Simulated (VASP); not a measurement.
Si2W, 6 atoms in the cell. It takes space group I4/mmm (No. 139, tetragonal). Conventional cell: a = 3.299 Å, b = 3.299 Å, c = 7.742 Å, α = 90.00°, β = 90.00°, γ = 90.00°. Si (site symmetry 4mm) has 9 Si at 2.55 to 3.30 Å and 5 W at 2.59 to 2.66 Å within 3.4 Å. Within 3.4 Å of W (site symmetry 4/mmm) lie 10 Si at 2.59 to 2.66 Å and 4 W at 3.30 Å.  This cell differs from its parent crystal: biaxial strain in the a-b plane: +3.0 %, then relaxed in part.

- Program: VASP 6.6.1
- Task: single point
- Functional: PBEsol
- Potentials or basis: VASP PAW PBE potentials, release 64 (Si, W_sv)
- Cutoff: 520 eV
- k mesh: 12 × 12 × 6
- Occupations: gaussian, width 0.1 eV
- Spin: no spin polarisation
- Dipole correction: no
- Further INCAR settings: ALGO = Normal; EDIFF = 1e-07; NBANDS = 31

Potentials or basis: VASP PAW PBE potentials, release 64 (Si, W_sv).

The run is started by

```sh
$ cat potpaw_PBE.64/Si/POTCAR potpaw_PBE.64/W_sv/POTCAR > POTCAR
$ mpirun -np 1 vasp_std > vasp.out
```

Hardware: 1 thread of Intel(R) Xeon(R) Platinum 8488C (Sapphire Rapids), with other jobs on the host.

How long does it take, and how much memory?

It took 4.1 min on 1 thread of Intel(R) Xeon(R) Platinum 8488C (Sapphire Rapids), with other jobs on the host, peak memory 0.36 GiB. Counts: scf iterations 14, k points 112.
